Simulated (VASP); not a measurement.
A run of VASP 6.6.1 is set up as follows.

Contents of POSCAR:

```
Si
1.0
    0.0000000000      2.7218511865      2.7218511865
    2.7218511865      0.0000000000      2.7218511865
    2.7218511865      2.7218511865      0.0000000000
Si
2
Direct
    0.2500000000      0.2500000000      0.2500000000
    0.0000000000      0.0000000000      0.0000000000
```

File INCAR.step1:

```
SYSTEM = Si
PREC = Accurate
ENCUT = 520
ISMEAR = 0
SIGMA = 0.02
LREAL = .False.
LASPH = .True.
NELM = 80
NBANDS = 11
GGA = PE
ALGO = Normal
EDIFF = 1E-4
LWAVE = .True.
LCHARG = .False.
```

Contents of INCAR.step2:

```
SYSTEM = Si
PREC = Accurate
ENCUT = 520
EDIFF = 1E-6
ISMEAR = 0
SIGMA = 0.02
LREAL = .False.
LASPH = .True.
NELM = 80
ALGO = Normal
ISIF = 2
LWAVE = .False.
LCHARG = .False.
METAGGA = R2SCAN
LMIXTAU = .True.
NBANDS = 11
ISTART = 1
```

File KPOINTS:

```
Automatic mesh
0
Gamma
  8 8 8
  0 0 0
```

Potentials or basis: VASP PAW PBE potentials, release 64 (Si).

Command:

```sh
$ cat potpaw_PBE.64/Si/POTCAR > POTCAR
$ cp INCAR.step1 INCAR
$ mpirun -np 1 vasp_std > vasp.out
$ cp INCAR.step2 INCAR
$ mpirun -np 1 vasp_std > vasp.out
```

Question: Predict the pressure.

Answer: -0.2 GPa.

Question: What does it give for the band gap on the k mesh?

Answer: 0.83 eV (least direct gap 2.75 eV).

Caveat: the PAW data sets were made with another functional, which shifts forces and pressure a little. A k mesh can miss the band edges.
